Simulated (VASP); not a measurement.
Wanted: the native input for a VASP 6.6.1 run.

```yaml
Task: single point
Functional: PBE
Dispersion: D3(BJ)
Potentials_or_basis: VASP PAW PBE potentials, release 64 (As, In_d, H)
Cutoff: 520 eV
k_mesh: 6 × 6 × 1
Occupations: gaussian, width 0.1 eV
Spin: no spin polarisation
Dipole_correction: yes
Further_INCAR_settings: ALGO = Normal; EDIFF = 1e-06; NBANDS = 26
```

The structure of In2As2H lies in POSCAR:

```
In2As2H
1.0
    4.3220706691      0.0000000000      0.0000000000
   -2.1610353346      3.7430229964      0.0000000000
    0.0000000000      0.0000000000     21.7386927198
As In H
2 2 1
Direct
    0.0000000000      0.0000000000      0.1840037049
    0.3333333333      0.6666666667      0.3557112058
    0.3333333333      0.6666666667      0.2245875152
    0.6666666667      0.3333333333      0.3881876812
    0.8888888889      0.7777777778      0.5399907378
```

The input as run:

INCAR

```
ALGO = Normal
DIPOL = 0.5 0.5 0.338
EDIFF = 1E-6
ENCUT = 520
GGA = PE
IDIPOL = 3
ISIF = 2
ISMEAR = 0
IVDW = 12
LASPH = T
LCHARG = F
LDIPOL = T
LREAL = F
LWAVE = F
NBANDS = 26
NELM = 80
PREC = Accurate
SIGMA = 0.1
```

KPOINTS

```
k-points
0
Gamma
  6 6 1
```

Potentials or basis: VASP PAW PBE potentials, release 64 (As, In_d, H).

Launch:

```sh
$ cat potpaw_PBE.64/As/POTCAR potpaw_PBE.64/In_d/POTCAR potpaw_PBE.64/H/POTCAR > POTCAR
$ mpirun -np 1 vasp_std > vasp.out
```

Results of the run:

```yaml
Largest_force: 0.451 eV/Å
Band_gap_on_the_k_mesh: zero (an odd number of electrons rules out a gap without spin polarisation)
Dispersion_energy_per_atom: -0.173 eV
```

Caveat: spin-orbit coupling is left out, which moves the levels of the heavy elements.

Wall time 2 min on 1 thread of Intel(R) Xeon(R) 6975P-C (Granite Rapids) (shared host), peak memory 0.45 GiB.
